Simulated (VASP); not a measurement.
Here is a VASP 6.6.1 calculation.

File POSCAR:

```
AlN
1.0
    3.2445025711      0.0000000000      0.0000000000
   -1.6222512856      2.8098216493      0.0000000000
    0.0000000000      0.0000000000      4.1020785442
Al N
2 2
Direct
    0.6666666667      0.3333333333      0.2500000000
    0.3333333333      0.6666666667      0.7500000000
    0.6666666667      0.3333333333      0.7500000000
    0.3333333333      0.6666666667      0.2500000000
```

File INCAR.step1:

```
SYSTEM = AlN
  PREC = Accurate
  ENCUT = 520
  ISMEAR = -1
  SIGMA = 0.05
  LREAL = .False.
  LASPH = .True.
  NELM = 60
  NBANDS = 16
  GGA = PE
  ALGO = Normal
  EDIFF = 1E-4
  LWAVE = .True.
  LCHARG = .False.
```

File INCAR.step2:

```
SYSTEM = AlN
  PREC = Accurate
  ENCUT = 520
  EDIFF = 1E-7
  ISMEAR = -1
  SIGMA = 0.05
  LREAL = .False.
  LASPH = .True.
  NELM = 60
  ALGO = Normal
  ISIF = 2
  LWAVE = .False.
  LCHARG = .False.
  METAGGA = R2SCAN
  LMIXTAU = .True.
  NBANDS = 16
  ISTART = 1
```

The input KPOINTS:

```
regular mesh
0
Gamma
  9 9 7
  0 0 0
```

Potentials or basis: VASP PAW PBE potentials, release 64 (Al, N).

Launch:

```bash
$ cat potpaw_PBE.64/Al/POTCAR potpaw_PBE.64/N/POTCAR > POTCAR
$ cp INCAR.step1 INCAR
$ mpirun -np 1 vasp_std > vasp.out
$ cp INCAR.step2 INCAR
$ mpirun -np 1 vasp_std > vasp.out
```

Task: What does it give for the pressure?

Result: 8.8 GPa.

Task: Estimate the band gap on the k mesh.

Result: 4.34 eV, direct.

Stress tensor (GPa, compression positive):
```
10.04  0.00  0.00
 0.00 10.04  0.00
 0.00  0.00  6.42
```

Caveat: the PAW data sets were made with another functional, which shifts forces and pressure a little. A k mesh can miss the band edges.
